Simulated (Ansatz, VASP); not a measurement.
# One calculation of BN, two programs

File INCAR:

```
SYSTEM = BN
ALGO = Normal
EDIFF = 1E-6
ENCUT = 520
GGA = CA
ISIF = 2
ISMEAR = -1
LASPH = .TRUE.
LCHARG = .TRUE.
LELF = .TRUE.
LREAL = .FALSE.
LVHAR = .TRUE.
LWAVE = .FALSE.
NBANDS = 16
NELM = 100
PREC = Accurate
SIGMA = 0.05
```

File KPOINTS:

```
k-points
0
G
  12 12 4
  0 0 0
```

File POSCAR:

```
BN
1.0
    2.4644758610      0.0000000000      0.0000000000
   -1.2322379305      2.1342987027      0.0000000000
    0.0000000000      0.0000000000      6.5460173847
N B
2 2
Direct
    0.6666666667      0.3333333333      0.2500000000
    0.3333333333      0.6666666667      0.7500000000
    0.6666666667      0.3333333333      0.7500000000
    0.3333333333      0.6666666667      0.2500000000
```

input.yaml

```yaml
crystal:
  lattice:
    - [2.464475861, 0.0, 0.0]
    - [-1.2322379305, 2.1342987027, 0.0]
    - [0.0, 0.0, 6.5460173847]
  atoms:
    - { symbol: "N", position: [0.6666666667, 0.3333333333, 0.25] }
    - { symbol: "N", position: [0.3333333333, 0.6666666667, 0.75] }
    - { symbol: B, position: [0.6666666667, 0.3333333333, 0.75] }
    - { symbol: B, position: [0.3333333333, 0.6666666667, 0.25] }
kpoints:
  mp_grid: { grid: [12, 12, 4] }
scf:
  occupations: { method: fermi_dirac, width: 0.05 }
hamiltonian:
  xc: lda
  pseudopotentials: { kind: all_electron, lapw: { basis_error: 0.002 } }
output:
  forces: true
  stress: true
  eigenvalues: true
```

Change from the starting cell: volume scaled by 0.96.

Alike in both runs: task single point; functional LDA; k mesh 12 × 12 × 4; occupations fermi-dirac, width 0.05 eV; no spin polarisation.

|  | VASP | Ansatz |
| --- | --- | --- |
| version | VASP 6.6.1 | Ansatz 0.2.0 |
| potentials or method | VASP PAW LDA potentials, release 64 (N, B), cutoff 520 eV | all-electron LAPW, scalar-relativistic |

Ansatz gave:

| Quantity | Value |
| --- | --- |
| gap on the k mesh at the Fermi level (eV) | 4.14 |
| least direct gap on the mesh (eV) | 4.58 |
| pressure (GPa) | 7.8 |
| traceless stress, the component that is largest in VASP (GPa) | -8.01 |

**Question.** Which values does VASP return?

**Answer.** gap on the k mesh at the Fermi level (eV): 4.12; least direct gap on the mesh (eV): 4.57; pressure (GPa): 8.1; traceless stress, the component that is largest in VASP (GPa): -8.53.

LDA's correlation is that of Perdew and Zunger in VASP and of Perdew and Wang (1992) in Ansatz. Ansatz ran all-electron here, and VASP with PAW potentials.
